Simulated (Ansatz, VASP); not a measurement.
WSe2 in VASP and in Ansatz

```
W Se
1.0
     3.31931    0.00000    0.00000
    -1.65965    2.87460    0.00000
     0.00000    0.00000   16.91114
W Se
1 2
Direct
  0.00000 0.00000 0.00000
  0.33333 0.66667 0.10040
  0.33333 0.66667 0.89960
```

Change from the starting cell: strain +0.015 along x and y, +0.015 along z, atoms carried along.

Alike in both runs: task single point; functional PBEsol; k mesh 12 × 12 × 2; occupations gaussian, width 0.05 eV; no spin polarisation.

|  | VASP | Ansatz |
| --- | --- | --- |
| version | VASP 6.6.1 | Ansatz 0.2.0 |
| potentials or method | VASP PAW PBE potentials, release 64 (W_sv, Se), cutoff 520 eV | scalar-relativistic, plane waves, PAW |
| valence electrons in the cell | 26 | 46 |

VASP gave:

- gap on the k mesh at the Fermi level (eV): 1.58
- least direct gap on the mesh (eV): 1.58
- rms of the force components (eV/Å): 0.319

Q: Which values does Ansatz return?

A: gap on the k mesh at the Fermi level (eV): 1.59; least direct gap on the mesh (eV): 1.59; rms of the force components (eV/Å): 0.343.

VASP's potentials were made for PBE, not for PBEsol. Atom by atom the forces differ by 0.024 eV/Å (rms over components). The functional is the same, so the differences come from potentials, cutoffs and numerics. VASP's potentials hold 26 valence electrons a cell and Ansatz's 46, so a difference there can come from the potentials and not from the codes.

Spin-orbit coupling is off throughout.
